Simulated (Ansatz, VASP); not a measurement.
# AgCl: VASP beside Ansatz

POSCAR

```
AgCl
1.0
    3.4359665372     -0.0820879377     -0.0820879377
   -0.0820879377      3.4359665372     -0.0820879377
   -0.0820879377     -0.0820879377      3.4359665372
Ag Cl
1 1
Direct
    0.0000000000      0.0000000000      0.0000000000
    0.5000000000      0.5000000000      0.5000000000
```

File INCAR.step1:

```
SYSTEM = AgCl
  PREC = Accurate
  ENCUT = 520
  ISMEAR = 0
  SIGMA = 0.05
  LREAL = .FALSE.
  LASPH = .TRUE.
  NELM = 100
  NBANDS = 16
  GGA = PE
  ALGO = Normal
  EDIFF = 1E-4
  LWAVE = .TRUE.
  LCHARG = .FALSE.
```

File INCAR.step2:

```
SYSTEM = AgCl
  PREC = Accurate
  ENCUT = 520
  EDIFF = 1E-6
  ISMEAR = 0
  SIGMA = 0.05
  LREAL = .FALSE.
  LASPH = .TRUE.
  NELM = 100
  ALGO = Normal
  ISIF = 2
  LWAVE = .FALSE.
  LCHARG = .TRUE.
  METAGGA = R2SCAN
  LMIXTAU = .TRUE.
  LELF = .TRUE.
  LVHAR = .TRUE.
  NBANDS = 16
  ISTART = 1
```

Contents of KPOINTS:

```
regular mesh
0
G
  10 10 10
  0 0 0
```

Input for Ansatz:

```yaml
crystal:
  lattice:
    - [3.4359665372, -0.0820879377, -0.0820879377]
    - [-0.0820879377, 3.4359665372, -0.0820879377]
    - [-0.0820879377, -0.0820879377, 3.4359665372]
  atoms:
    - { symbol: Ag, position: [0.0, 0.0, 0.0] }
    - { symbol: Cl, position: [0.5, 0.5, 0.5] }
basis:
  ecutwfc: 500
kpoints:
  mp_grid: { grid: [10, 10, 10] }
hamiltonian:
  xc: r2scan
scf:
  occupations: { method: gaussian, width: 0.05 }
output:
  forces: true
  stress: true
  eigenvalues: true
```

Alike in both runs: task single point; functional r2SCAN; k mesh 10 × 10 × 10; occupations gaussian, width 0.05 eV; no spin polarisation.

```csv
,VASP,Ansatz
version,VASP 6.6.1,Ansatz 0.2.0
potentials or method,"VASP PAW PBE potentials, release 64 (Ag, Cl), cutoff 520 eV","scalar-relativistic, plane waves, PAW"
valence electrons in the cell,18,26
```

VASP gave:

```
gap on the k mesh at the Fermi level (eV)                     : 1.04
least direct gap on the mesh (eV)                             : 2.66
pressure (GPa)                                                : -1.7
traceless stress, the component that is largest in VASP (GPa) : -0.51
```

Problem. What did Ansatz give for the same quantities?

Solution. gap on the k mesh at the Fermi level (eV): 1.08; least direct gap on the mesh (eV): 2.68; pressure (GPa): -1.6; traceless stress, the component that is largest in VASP (GPa): -0.49.

VASP's potentials were made for PBE, not for r2SCAN. VASP's potentials hold 18 valence electrons a cell and Ansatz's 26, so a difference there can come from the potentials and not from the codes.
